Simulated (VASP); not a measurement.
# Si15Rh (F-43m) in VASP: a series of runs, part 2 of 2

VASP 6.6.1. The steps go on from the part before.

## (4) Single point, PBEsol+U, collinear spin, ferromagnetic start

INCAR reads:

```
PREC = Accurate ; ENCUT = 520
EDIFF = 1E-6 ; ISMEAR = 0
SIGMA = 0.05 ; LREAL = Auto
LASPH = True ; NELM = 150
ALGO = Normal ; ISIF = 2
LWAVE = False ; LCHARG = True
ISPIN = 2 ; MAGMOM = 5 0 0 0 0 0 0 0 0 0 0 0 0 0 0 0
LORBIT = 11 ; LMAXMIX = 4
LDAU = True ; LDAUTYPE = 2
LDAUL = 2 -1 ; LDAUU = 2 0
LDAUJ = 0 0 ; LDAUPRINT = 1
GGA = PS ; LELF = True
LVHAR = True ; NBANDS = 56
```

KPOINTS reads:

```
Automatic mesh
0
Gamma
  3 3 3
```

POSCAR reads:

```
Si15Rh
1.0
    0.0000000000      5.4370000000      5.4370000000
    5.4370000000      0.0000000000      5.4370000000
    5.4370000000      5.4370000000      0.0000000000
Rh Si
1 15
Direct
    1.0000000000      1.0000000000      0.0000000000
    0.9990934051      0.9990934051      0.5009065949
    0.9990934051      0.5009065949      0.9990934051
    0.9990934051      0.5009065949      0.5009065949
    0.5009065949      0.9990934051      0.9990934051
    0.5009065949      0.9990934051      0.5009065949
    0.5009065949      0.5009065949      0.9990934051
    0.5000000000      0.5000000000      0.5000000000
    0.1232214265      0.1232214265      0.1232214265
    0.1232214265      0.1232214265      0.6303357206
    0.1232214265      0.6303357206      0.1232214265
    0.1251791258      0.6249402914      0.6249402914
    0.6303357206      0.1232214265      0.1232214265
    0.6249402914      0.1251791258      0.6249402914
    0.6249402914      0.6249402914      0.1251791258
    0.6249402914      0.6249402914      0.6249402914
```

Potentials or basis: VASP PAW PBE potentials, release 64 (Rh_pv, Si).

The run is started by

```
cat potpaw_PBE.64/Rh_pv/POTCAR potpaw_PBE.64/Si/POTCAR > POTCAR
mpirun -np 1 vasp_std > vasp.out
```

OUTCAR:

```text
PREC = Accurate
   ENCUT = 520
   EDIFF = 1E-6
   ISMEAR = 0
   LREAL = Auto
   LASPH = True
   NELM = 150
   ISIF = 2
   ISPIN = 2
   LORBIT = 11
   GGA = PS

 ion  position               nearest neighbor table
   1  0.000  0.000  0.000-  10 2.32  11 2.32  13 2.32   9 2.32
   2  0.999  0.999  0.501-  12 2.35  14 2.35   9 2.37  10 2.37
   3  0.999  0.501  0.999-  12 2.35  15 2.35   9 2.37  11 2.37
   4  0.999  0.501  0.501-  16 2.35  12 2.35  10 2.37  11 2.37
   5  0.501  0.999  0.999-  14 2.35  15 2.35   9 2.37  13 2.37
   6  0.501  0.999  0.501-  16 2.35  14 2.35  10 2.37  13 2.37
[... 8 lines left out ...]
  15  0.625  0.625  0.125-   3 2.35   5 2.35   7 2.35   8 2.35
  16  0.625  0.625  0.625-   4 2.35   6 2.35   7 2.35   8 2.35

  LATTYP: Found a face centered cubic cell.
 ALAT       =    10.8740000000

  Lattice vectors:

 A1 = (   0.0000000000,   5.4370000000,   5.4370000000)
 A2 = (   5.4370000000,   0.0000000000,   5.4370000000)
 A3 = (   5.4370000000,   5.4370000000,   0.0000000000)

Analysis of symmetry for initial positions (statically):
=====================================================================
[... 669 lines left out ...]

 VOLUME and BASIS-vectors are now :
 -----------------------------------------------------------------------------
  energy-cutoff  :      520.00
  volume of cell :      321.45
      direct lattice vectors                 reciprocal lattice vectors
     0.000000000  5.437000000  5.437000000    -0.091962479  0.091962479  0.091962479
     5.437000000  0.000000000  5.437000000     0.091962479 -0.091962479  0.091962479
     5.437000000  5.437000000  0.000000000     0.091962479  0.091962479 -0.091962479

 POSITION                                       TOTAL-FORCE (eV/Angst)
 -----------------------------------------------------------------------------------
      0.00000      0.00000      0.00000        -0.000000      0.000000      0.000000
      8.15550      8.15550     10.86414         0.000000      0.000000      0.005250
      8.15550     10.86414      8.15550         0.000000      0.005250      0.000000
      5.44686      8.15550      8.15550        -0.005250      0.000000      0.000000
     10.86414      8.15550      8.15550         0.005250      0.000000      0.000000
      8.15550      5.44686      8.15550         0.000000     -0.005250      0.000000
[... 8 lines left out ...]
      4.07840      4.07840      6.79560         0.002306      0.002306     -0.002306
      6.79560      6.79560      6.79560        -0.002306     -0.002306     -0.002306
 -----------------------------------------------------------------------------------
    total drift:                                0.000000      0.000000      0.000000

  FREE ENERGIE OF THE ION-ELECTRON SYSTEM (eV)
  ---------------------------------------------------
  free  energy   TOTEN  =       -91.8059018617 eV

  energy  without entropy=      -91.7980775964  energy(sigma->0) =      -91.80198973

 total charge

# of ion       s       p       d       tot
------------------------------------------
    1        0.451   6.199   7.467  14.117
    2        0.758   0.924   0.000   1.682
    3        0.758   0.924   0.000   1.682
    4        0.758   0.924   0.000   1.682
    5        0.758   0.924   0.000   1.682
    6        0.758   0.924   0.000   1.682
[... 8 lines left out ...]
   15        0.750   0.941   0.000   1.691
   16        0.750   0.941   0.000   1.691
--------------------------------------------------
tot         11.827  19.980   7.467  39.274

 magnetization (x)

# of ion       s       p       d       tot
------------------------------------------
    1        0.008   0.048   0.225   0.281
    2        0.004   0.004   0.000   0.008
    3        0.004   0.004   0.000   0.008
    4        0.004   0.004   0.000   0.008
    5        0.004   0.004   0.000   0.008
    6        0.004   0.004   0.000   0.008
[... 8 lines left out ...]
   15        0.001  -0.000   0.000   0.001
   16        0.001  -0.000   0.000   0.001
--------------------------------------------------
tot          0.076   0.158   0.225   0.459
```

stdout:

```text
POSCAR found type information on POSCAR RhSi
 POSCAR found :  2 types and      16 ions
 scaLAPACK will be used
 -----------------------------------------------------------------------------
|                                                                             |
|                                                                             |
|     You enforced a specific xc type in the INCAR file but a different       |
|     I HOPE YOU KNOW WHAT YOU ARE DOING!                                     |
|                                                                             |
 -----------------------------------------------------------------------------

 LDA part: xc-table for (Slater+PW92), standard interpolation
 POSCAR, INCAR and KPOINTS ok, starting setup
 FFT: planning ... GRIDC
 FFT: planning ... GRID_SOFT
 FFT: planning ... GRID
 WAVECAR not read
 entering main loop
```

Wall time 3.5 min (1 thread of Intel Xeon 6975P-C (Granite Rapids), shared host); peak memory 0.67 GiB.

Results:

| Item | Value |
| --- | --- |
| Free energy | -91.8059 eV |
| Pressure | -1.2 GPa |
| Largest force | 0.073 eV/Å |
| Band gap on the k mesh | zero (filled and empty bands overlap) |
| Net moment | 0.97 μB per cell |
| Site moments | Rh +0.28; Si +0.01, +0.00, +0.03 μB |
| Valence electrons inside the program's atomic spheres | Rh 14.12; Si 1.68, 1.69, 1.65 |

Forces in eV/Å, atoms in the order of the input:
```
Rh   0.000  0.000  0.000
Si   0.000  0.000  0.005
Si   0.000  0.005  0.000
Si  -0.005  0.000  0.000
Si   0.005  0.000  0.000
Si   0.000 -0.005  0.000
Si   0.000  0.000 -0.005
Si   0.000  0.000  0.000
Si  -0.042 -0.042 -0.042
Si   0.042  0.042 -0.042
Si   0.042 -0.042  0.042
Si  -0.002  0.002  0.002
Si  -0.042  0.042  0.042
Si   0.002 -0.002  0.002
Si   0.002  0.002 -0.002
Si  -0.002 -0.002 -0.002
```

Eigenvalues of the final occupation matrices:
| site | spin | trace | eigenvalues |
| --- | --- | --- | --- |
| site 1 d | 1 | 3.87 | 0.75 0.75 0.75 0.81 0.81 |
| site 1 d | 2 | 3.65 | 0.68 0.68 0.68 0.81 0.81 |

Caveat: the PAW data sets were made with another functional, which shifts forces and pressure a little; the moment fell far below its start of 5 μB, so a state of higher moment may lie lower in energy; the U is typed as a test and isn't derived for this compound. The state reached can hang on the start; a lower one may exist.

## (5) Single point, PBEsol+U, collinear spin

INCAR reads:

```
  PREC = Accurate
  ENCUT = 520
  EDIFF = 1E-7
  ISMEAR = 0
  SIGMA = 0.05
  LREAL = Auto
  LASPH = True
  NELM = 150
  ALGO = Normal
  ISIF = 2
  LWAVE = False
  LCHARG = True
  ISPIN = 2
  MAGMOM = 0.24 0.01 0.01 0.01 0.01 0.01 0.01 0 0.04 0.04 0.04 0 0.04 0 0 0
  LORBIT = 11
  LMAXMIX = 4
  LDAU = True
  LDAUTYPE = 2
  LDAUL = 2 -1
  LDAUU = 2 0
  LDAUJ = 0 0
  LDAUPRINT = 1
  GGA = PS
  LELF = True
  LVHAR = True
  NBANDS = 56
```

KPOINTS reads:

```
regular mesh
0
Gamma
  3 3 3
```

POSCAR is that of step 4.

The run is started by

```
cat potpaw_PBE.64/Rh_pv/POTCAR potpaw_PBE.64/Si/POTCAR > POTCAR
mpirun -np 1 vasp_std > vasp.out
```

It took 4.7 min on 1 thread of Intel Xeon 6975P-C (Granite Rapids), shared host; peak memory 0.67 GiB.

It converged, with:

```
Free energy                                           : -91.8059 eV
Pressure                                              : -1.2 GPa
Largest force                                         : 0.073 eV/Å
Band gap on the k mesh                                : zero (filled and empty bands overlap)
Net moment                                            : 0.97 μB per cell
Site moments                                          : Rh +0.28; Si +0.01, +0.00, +0.03 μB
Valence electrons inside the program's atomic spheres : Rh 14.12; Si 1.68, 1.69, 1.65
```

Forces in eV/Å, atoms in the order of the input:
```
Rh   0.000  0.000  0.000
Si   0.000  0.000  0.005
Si   0.000  0.005  0.000
Si  -0.005  0.000  0.000
Si   0.005  0.000  0.000
Si   0.000 -0.005  0.000
Si   0.000  0.000 -0.005
Si   0.000  0.000  0.000
Si  -0.042 -0.042 -0.042
Si   0.042  0.042 -0.042
Si   0.042 -0.042  0.042
Si  -0.002  0.002  0.002
Si  -0.042  0.042  0.042
Si   0.002 -0.002  0.002
Si   0.002  0.002 -0.002
Si  -0.002 -0.002 -0.002
```

Levels at points of the mesh, in eV from the Fermi level:
Spin up:
```
           k point  band 35  band 36  band 37  band 38  band 39  band 40
(0.00, 0.00, 0.00)    -0.40    -0.40    -0.40     0.86     0.94     0.94
```
Spin down:
```csv
k point,band 35,band 36,band 37,band 38,band 39,band 40
"(0.00, 0.00, 0.00)",-0.37,-0.37,-0.37,0.89,0.98,0.98
```

Eigenvalues of the final occupation matrices:
| site | spin | trace | eigenvalues |
| --- | --- | --- | --- |
| site 1 d | 1 | 3.87 | 0.75 0.75 0.75 0.81 0.81 |
| site 1 d | 2 | 3.65 | 0.68 0.68 0.68 0.81 0.81 |

Caveat: the PAW data sets were made with another functional, which shifts forces and pressure a little; the U is typed as a test and isn't derived for this compound.
